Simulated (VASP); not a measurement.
# SnTe (I4/mmm) in VASP: a series of runs

The runs below take SnTe through single point, with PBE.

All numbers are computed with VASP 6.6.1; they aren't measurements. Logs are shortened: lines on timing, memory, paths and dates and some standing lists are left out, and cuts for length are marked.

### 1 The cell of the first run

It takes space group I4/mmm (No. 139, tetragonal). The conventional cell has a = 4.464 Å, b = 4.464 Å, c = 6.471 Å, α = 90.00°, β = 90.00°, γ = 90.00°. Sn (site symmetry 4/mmm) has 6 Te at 3.16 to 3.24 Å within 4.2 Å. Within 4.2 Å of Te (site symmetry 4/mmm) lie 6 Sn at 3.16 to 3.24 Å.

### 2 Single point, PBE (strain +0.000 along x and y, +0.025 along z)

Contents of INCAR:

```
PREC = Accurate
ENCUT = 520
EDIFF = 1E-6
ISMEAR = 0
SIGMA = 0.03
LREAL = False
LASPH = True
NELM = 100
ALGO = Normal
ISIF = 2
LWAVE = False
LCHARG = False
GGA = PE
NBANDS = 17
```

Contents of KPOINTS:

```
Automatic mesh
0
Gamma
  10 10 10
```

Contents of POSCAR:

```
SnTe
1.0
    0.0000000000      3.1565000000      3.2354125000
    3.1565000000      0.0000000000      3.2354125000
    3.1565000000      3.1565000000      0.0000000000
Sn Te
1 1
Direct
    0.0000000000      0.0000000000      0.0000000000
    0.5000000000      0.5000000000      0.5000000000
```

Potentials or basis: VASP PAW PBE potentials, release 64 (Sn_d, Te).

Launch:

```bash
$ cat potpaw_PBE.64/Sn_d/POTCAR potpaw_PBE.64/Te/POTCAR > POTCAR
$ mpirun -np 1 vasp_std > vasp.out
```

OUTCAR:

```text
PREC = Accurate
   ENCUT = 520
   EDIFF = 1E-6
   ISMEAR = 0
   LREAL = False
   LASPH = True
   NELM = 100
   ISIF = 2
   GGA = PE

 ion  position               nearest neighbor table
   1  0.000  0.000  0.000-   2 3.16   2 3.16   2 3.16   2 3.16   2 3.24   2 3.24
   2  0.500  0.500  0.500-   1 3.16   1 3.16   1 3.16   1 3.16   1 3.24   1 3.24

  LATTYP: Found a body centered tetragonal cell.
 ALAT       =     4.4639651096
 C/A-ratio  =     1.4495689014

  Lattice vectors:

 A1 = (  -3.1565000000,   0.0000000000,   3.2354125000)
 A2 = (   3.1565000000,   0.0000000000,   3.2354125000)
 A3 = (   0.0000000000,   3.1565000000,  -3.2354125000)

Analysis of symmetry for initial positions (statically):
=====================================================================
 Subroutine PRICEL returns:
 Original cell was already a primitive cell.

 Routine SETGRP: Setting up the symmetry group for a
 body centered tetragonal supercell.

 Subroutine GETGRP returns: Found 16 space group operations
 (whereof 16 operations were pure point group operations)
 out of a pool of 16 trial point group operations.

The static configuration has the point symmetry D_4h.

Analysis of symmetry for dynamics (positions and initial velocities):
=====================================================================
 Subroutine PRICEL returns:
 Original cell was already a primitive cell.

 Routine SETGRP: Setting up the symmetry group for a
 body centered tetragonal supercell.

 Subroutine GETGRP returns: Found 16 space group operations
 (whereof 16 operations were pure point group operations)
 out of a pool of 16 trial point group operations.

The dynamic configuration has the point symmetry D_4h.

 Subroutine INISYM returns: Found 16 space group operations
 (whereof 16 operations are pure point group operations),
 and found     1 'primitive' translations

----------------------------------------------------------------------------------------

                                     Primitive cell

  volume of cell :      64.4720

  direct lattice vectors                    reciprocal lattice vectors
     0.000000000  3.156500000  3.235412500    -0.158403295  0.158403295  0.154539800
     3.156500000  0.000000000  3.235412500     0.158403295 -0.158403295  0.154539800
     3.156500000  3.156500000  0.000000000     0.158403295  0.158403295 -0.154539800

  length of vectors
     4.520109102  4.520109102  4.463965110     0.272150248  0.272150248  0.272150248

  position of ions in fractional coordinates (direct lattice)
     0.000000000  0.000000000  0.000000000
     0.500000000  0.500000000  0.500000000

  ion indices of the primitive-cell ions
   primitive index   ion index
                 1           1
                 2           2

----------------------------------------------------------------------------------------

 KPOINTS: Automatic mesh

Automatic generation of k-mesh.
 Grid dimensions read from file:
 generate k-points for:   10   10   10

 Generating k-lattice:

  Cartesian coordinates                     Fractional coordinates (reciprocal lattice)
    -0.015840329  0.015840329  0.015453980     0.100000000  0.000000000  0.000000000
     0.015840329 -0.015840329  0.015453980     0.000000000  0.100000000  0.000000000
     0.015840329  0.015840329 -0.015453980    -0.000000000 -0.000000000  0.100000000

  Length of vectors
     0.027215025  0.027215025  0.027215025

  Shift w.r.t. Gamma in fractional coordinates (k-lattice)
     0.000000000  0.000000000  0.000000000

 Subroutine IBZKPT returns following result:
 ===========================================

 Found    102 irreducible k-points:

 Following reciprocal coordinates:
            Coordinates               Weight
  0.000000  0.000000  0.000000      1.000000
  0.100000  0.000000  0.000000      8.000000
  0.200000  0.000000  0.000000      8.000000
  0.300000  0.000000  0.000000      8.000000
  0.400000  0.000000  0.000000      8.000000
  0.500000 -0.000000  0.000000      4.000000
[... 16 lines left out ...]
  0.300000  0.300000  0.000000      2.000000
  0.400000  0.300000  0.000000      8.000000
 [... further k-points ...]
   k-points           NKPTS =    102   k-points in BZ     NKDIM =    102   number of bands    NBANDS=     17
   number of dos      NEDOS =    301   number of ions     NIONS =      2
   total plane-waves  NPLWV =  46656
   dimension x,y,z NGX =    36 NGY =   36 NGZ =   36
   dimension x,y,z NGXF=    72 NGYF=   72 NGZF=   72
   ions per type =               1   1
   NGX,Y,Z   is equivalent  to a cutoff of  13.24, 13.24, 13.41 a.u.
   NGXF,Y,Z  is equivalent  to a cutoff of  26.48, 26.48, 26.81 a.u.
 SYSTEM =  unknown system
   PREC   = accura    normal or accurate (medium, high low for compatibility)
   ISTART =      0    job   : 0-new  1-cont  2-samecut
   ICHARG =      2    charge: 1-file 2-atom 10-const
   ISPIN  =      1    spin polarized calculation?
   LNONCOLLINEAR =      F non collinear calculations
   LSORBIT =      F    spin-orbit coupling
   LASPH  =      T    aspherical Exc in radial PAW
   ENCUT  =  520.0 eV  38.22 Ry    6.18 a.u.   8.40  8.40  8.30*2*pi/ulx,y,z
   NELM   =    100;   NELMIN=  2; NELMDL= -5     # of ELM steps
   EDIFF  = 0.1E-05   stopping-criterion for ELM
   LREAL  =      F    real-space projection
   EDIFFG = 0.1E-04   stopping-criterion for IOM
   NSW    =      0    number of steps for IOM
   IBRION =     -1    ionic relax: 0-MD 1-quasi-New 2-CG
   NFREE  =      0    steps in history (QN), initial steepest desc. (CG)
   ISIF   =      2    stress and relaxation
   ISYM   =      2    0-nonsym 1-usesym 2-fastsym
   POTIM  = 0.5000    time-step for ionic-motion
   TEBEG  =    0.0;   TEEND  =   0.0 temperature during run
   PSTRESS=    0.0 pullay stress
   NELECT =      20.0000    total number of electrons
   NUPDOWN=      -1.0000    fix difference up-down
   EMIN   =  10.00;   EMAX   =-10.00  energy-range for DOS
   EFERMI =   0.00;   METHOD = LEGACY
   ISMEAR =     0;   SIGMA  =   0.03  broadening in eV -4-tet -1-fermi 0-gaus
   EFERMI_NEDOS =   21; number of points for ismear=-14 and -15
   IALGO  =     38    algorithm
   IMIX   =      4    mixing-type and parameters
     AMIX     =   0.40;   BMIX     =  1.00
     AMIX_MAG =   1.60;   BMIX_MAG =  1.00
  volume/ion in A,a.u.               =      32.24       217.54
  Fermi-wavevector in a.u.,A,eV,Ry     =   1.108225  2.094241 16.710152  1.228162
  Thomas-Fermi vector in A             =   2.244749
   LORBIT       =      0    0 simple, 1 ext, 2 COOP (PROOUT), +10 PAW based schemes
   GGA     = PE    functional components
   LHFCALC =     F    Hartree Fock is set to
   AEXX    =    0.0000 exact exchange contribution
   IVDW    =     0    specifies the selected vdW correction
   LEPSILON=     F    determine dielectric tensor
   LRPA    =     F    only Hartree local field effects (RPA)
 non-spin polarized calculation
 Gauss-broadening in eV      SIGMA  =   0.03
  energy-cutoff  :      520.00
  volume of cell :       64.47
 maximum number of plane-waves:      1763
 NGX is ok and might be reduce to    36
   NGX = 17   NGY = 17   NGZ = 17

 number of electron      20.0000004 magnetization

 Free energy of the ion-electron system (eV)
  ---------------------------------------------------
  ext. energy  EPLUGINS =         0.00000000
  ---------------------------------------------------
  free energy    TOTEN  =        -7.55160773 eV

  energy without entropy =       -7.55152499  energy(sigma->0) =       -7.55156636

 E-fermi :   6.6168     XC(G=0):  -9.3588

 val. band max:        6.5957152711   @ k =   0.5000  -0.0000   0.0000
 cond. band min:       6.6378268153   @ k =   0.5000  -0.0000   0.0000
 fundamental gap:      0.0421115441
 Fermi energy:         6.6167710434

 k-point     1 :       0.0000    0.0000    0.0000
  band No.  band energies     occupation
      1     -15.3115      2.00000
      2     -15.3047      2.00000
      3     -15.3047      2.00000
      4     -15.3011      2.00000
      5     -15.2966      2.00000
      6      -6.0017      2.00000
[... 9 lines left out ...]
     16      11.4520      0.00000
     17      13.1719      0.00000

 k-point     2 :       0.1000    0.0000    0.0000
  band No.  band energies     occupation
      1     -15.3117      2.00000
      2     -15.3045      2.00000
      3     -15.3043      2.00000
      4     -15.3014      2.00000
      5     -15.2962      2.00000
      6      -5.9210      2.00000
[... 9 lines left out ...]
     16      11.6470      0.00000
     17      13.7642      0.00000

 k-point     3 :       0.2000    0.0000    0.0000
  band No.  band energies     occupation
      1     -15.3125      2.00000
      2     -15.3042      2.00000
      3     -15.3039      2.00000
      4     -15.3014      2.00000
      5     -15.2950      2.00000
      6      -5.6880      2.00000
[... 9 lines left out ...]
     16      12.1943      0.00000
     17      15.1073      0.00000

 k-point     4 :       0.3000    0.0000    0.0000
  band No.  band energies     occupation
      1     -15.3135      2.00000
      2     -15.3055      2.00000
      3     -15.3032      2.00000
      4     -15.2999      2.00000
      5     -15.2933      2.00000
      6      -5.3393      2.00000
[... 9 lines left out ...]
     16      13.0626      0.00000
     17      16.6908      0.00000
[... 343 lines left out ...]
      1     -15.3131      2.00000
      2     -15.3051      2.00000
      3     -15.3036      2.00000
      4     -15.3015      2.00000
      5     -15.2917      2.00000
      6      -5.2113      2.00000
[... 9 lines left out ...]
     16      14.2486      0.00000
     17      15.0246      0.00000

 k-point    23 :       0.3000    0.3000    0.0000
  band No.  band energies     occupation
      1     -15.3200      2.00000
      2     -15.2989      2.00000
      3     -15.2989      2.00000
      4     -15.2987      2.00000
      5     -15.2986      2.00000
      6      -5.1927      2.00000
[... 9 lines left out ...]
     16      14.9900      0.00000
     17      14.9900      0.00000

 k-point    24 :       0.4000    0.3000    0.0000
  band No.  band energies     occupation
      1     -15.3214      2.00000
      2     -15.2994      2.00000
      3     -15.2986      2.00000
      4     -15.2978      2.00000
      5     -15.2971      2.00000
      6      -4.9408      2.00000
[... 9 lines left out ...]
     16      15.7801      0.00000
     17      16.0570      0.00000

 [... further k-points ...]

------------------------ aborting loop because EDIFF is reached ----------------------------------------

  FORCE on cell =-STRESS in cart. coord.  units (eV):
  Direction    XX          YY          ZZ          XY          YZ          ZX
  --------------------------------------------------------------------------------------
  -------------------------------------------------------------------------------------
  Total        0.7343386      0.7343386     -0.4057754      0.0000000      0.0000000      0.0000000
  in kB       18.2488574     18.2488574    -10.0838182      0.0000000      0.0000000      0.0000000
  external PRESSURE =       8.8046322 kB  Pullay stress =       0.0000000 kB

 VOLUME and BASIS-vectors are now :
 -----------------------------------------------------------------------------
  energy-cutoff  :      520.00
  volume of cell :       64.47
      direct lattice vectors                 reciprocal lattice vectors
     0.000000000  3.156500000  3.235412500    -0.158403295  0.158403295  0.154539800
     3.156500000  0.000000000  3.235412500     0.158403295 -0.158403295  0.154539800
     3.156500000  3.156500000  0.000000000     0.158403295  0.158403295 -0.154539800

 POSITION                                       TOTAL-FORCE (eV/Angst)
 -----------------------------------------------------------------------------------
      0.00000      0.00000      0.00000         0.000000      0.000000      0.000000
      3.15650      3.15650      3.23541        -0.000000     -0.000000     -0.000000
 -----------------------------------------------------------------------------------
    total drift:                               -0.000000      0.000000      0.000000

  FREE ENERGIE OF THE ION-ELECTRON SYSTEM (eV)
  ---------------------------------------------------
  free  energy   TOTEN  =        -7.5516077290 eV

  energy  without entropy=       -7.5515249920  energy(sigma->0) =       -7.55156636
```

Run time: 56 s. Hardware: 1 thread of Intel Xeon 6975P-C (Granite Rapids), shared host; peak memory 0.27 GiB.

Results:

| Quantity | Value |
| --- | --- |
| Free energy | -7.5516 eV |
| Pressure | 0.9 GPa |
| Band gap on the k mesh | 0.04 eV |

Levels at points of the mesh, in eV from the valence-band top:
| k point | band 6 | band 7 | band 8 | band 9 | band 10 | band 11 | band 12 | band 13 | band 14 | band 15 |
| --- | --- | --- | --- | --- | --- | --- | --- | --- | --- | --- |
| (0.00, 0.00, 0.00) | -12.60 | -4.80 | -2.16 | -2.16 | -1.90 | 2.90 | 3.47 | 3.47 | 4.68 | 4.86 |
| (0.50, 0.00, 0.00) | -11.39 | -8.19 | -1.78 | -1.71 | 0.00 | 0.04 | 0.38 | 0.45 | 7.70 | 8.62 |
| (0.50, 0.50, 0.00) | -11.20 | -6.35 | -5.34 | -3.57 | -3.57 | 2.33 | 4.84 | 4.84 | 5.90 | 8.92 |
| (0.50, 0.00, 0.50) | -11.07 | -6.50 | -5.40 | -3.77 | -3.49 | 2.27 | 4.43 | 5.05 | 6.29 | 8.86 |

Caveat: the cell differs from its parent crystal (strain +0.000 along x and y, +0.025 along z); spin-orbit coupling is left out, which moves the levels of the heavy elements. A k mesh can miss the band edges.

(Part 1 of 2 ends here.)
